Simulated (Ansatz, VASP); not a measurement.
One calculation of Ti, two programs

INCAR

```
SYSTEM = Ti
  PREC = Accurate
  ENCUT = 520
  EDIFF = 1E-8
  ISMEAR = -1
  SIGMA = 0.05
  LREAL = .False.
  LASPH = .True.
  NELM = 100
  ALGO = Normal
  ISIF = 2
  LWAVE = .False.
  LCHARG = .False.
  GGA = PS
  LEFG = .True.
  NBANDS = 12
```

The input KPOINTS:

```
regular mesh
0
Gamma
  14 14 14
  0 0 0
```

File POSCAR:

```
Ti
1.0
   -1.6245900000      1.6410000000      1.6410000000
    1.6410000000     -1.6245900000      1.6410000000
    1.6410000000      1.6410000000     -1.6245900000
Ti
1
Direct
    0.0000000000      0.0000000000      0.0000000000
```

Input for Ansatz:

```yaml
crystal:
  lattice:
    - [-1.62459, 1.641, 1.641]
    - [1.641, -1.62459, 1.641]
    - [1.641, 1.641, -1.62459]
  atoms:
    - { symbol: Ti, position: [0.0, 0.0, 0.0] }
kpoints:
  mp_grid: { grid: [14, 14, 14] }
scf:
  occupations: { method: fermi_dirac, width: 0.05 }
hamiltonian:
  xc: pbesol
  pseudopotentials: { kind: all_electron, datasets: crystal }
output:
  forces: true
  stress: true
  eigenvalues: true
  efg: { contact_densities: true }
```

Change from the starting cell: equal xy, yz and zx shear strains of +1 %, crystal datasets.

Alike in both runs: task electric field gradients; functional PBEsol; k mesh 14 × 14 × 14; occupations fermi-dirac, width 0.05 eV; no spin polarisation.

|  | VASP | Ansatz |
| --- | --- | --- |
| version | VASP 6.6.1 | Ansatz 0.2.0 |
| potentials or method | VASP PAW PBE potentials, release 64 (Ti_sv), cutoff 520 eV | all-electron PAW with datasets made for the crystal, scalar-relativistic |

|  | VASP | Ansatz | Ansatz less VASP |
| --- | --- | --- | --- |
| pressure (GPa) | -6.8 | -6.7 | +0.17 |
| traceless stress, the component that is largest in VASP (GPa) | -0.38 | -0.38 | -0.005 |
| size of Vzz on the site where it differs most (V/Å²) | 4.3 | 4.2 | -0.07 |

VASP's potentials were made for PBE, not for PBEsol. Ansatz ran all-electron here, and VASP with PAW potentials.
